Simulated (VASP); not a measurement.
CuO, 4 atoms in the cell. It takes space group Cc (No. 9, monoclinic). The conventional cell has a = 4.751 Å, b = 3.472 Å, c = 5.200 Å, α = 90.00°, β = 99.65°, γ = 90.00°. Cu (site symmetry 1) has 4 O at 1.93 to 2.05 Å within 2.6 Å. Within 2.7 Å of O (site symmetry 1) lie 4 Cu at 1.93 to 2.05 Å and 2 O at 2.66 Å. 

| Property | Result |
| --- | --- |
| Program | VASP 6.6.1 |
| Task | single point |
| Functional | LDA |
| Potentials or basis | VASP PAW LDA potentials, release 64 (Cu, O) |
| Cutoff | 520 eV |
| k mesh | 10 × 10 × 5 |
| Occupations | fermi-dirac, width 0.05 eV |
| Spin | no spin polarisation |
| Dipole correction | no |
| Further INCAR settings | ALGO = Normal; EDIFF = 1e-06; NBANDS = 25 |

Potentials or basis: VASP PAW LDA potentials, release 64 (Cu, O).

Launch:

```bash
$ cat potpaw_LDA.64/Cu/POTCAR potpaw_LDA.64/O/POTCAR > POTCAR
$ mpirun -np 1 vasp_std > vasp.out
```

Hardware: 1 thread of Intel Xeon 8259CL, with other jobs on the host.

Problem. Estimate the wall time of this run.

Solution. Run time: 3.9 min on 1 thread of Intel Xeon 8259CL, with other jobs on the host, peak memory 0.24 GiB. Counts: scf iterations 15, k points 141.
